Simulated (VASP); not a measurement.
Ir: single point with r2SCAN

Ir:

```
Ir
1.0
     0.00000    1.92285    1.92285
     1.92285    0.00000    1.92285
     1.92285    1.92285    0.00000
Ir
1
Cartesian
  0.0000 0.0000 0.0000
```

```yaml
Program: VASP 6.6.1
Task: single point
Functional: r2SCAN
Potentials_or_basis: VASP PAW PBE potentials, release 64 (Ir)
Cutoff: 520 eV
k_mesh: 11 × 11 × 11
Occupations: fermi-dirac, width 0.1 eV
Spin: no spin polarisation
Dipole_correction: no
Further_INCAR_settings: ALGO = Normal; EDIFF = 1e-06; NBANDS = 10
```

- Pressure: 2.8 GPa

Levels at points of the mesh, in eV from the Fermi level:
```csv
k point,band 1,band 2,band 3,band 4,band 5,band 6,band 7,band 8
"(0.00, 0.00, 0.00)",-11.43,-3.93,-3.93,-3.93,-1.24,-1.24,15.15,20.99
```

Wall time 13 s on 1 thread of Intel(R) Xeon(R) 6975P-C (Granite Rapids) (shared host), peak memory 0.13 GiB.

Caveat: the PAW data sets were made with another functional, which shifts forces and pressure a little; spin-orbit coupling is left out, which moves the levels of the heavy elements.
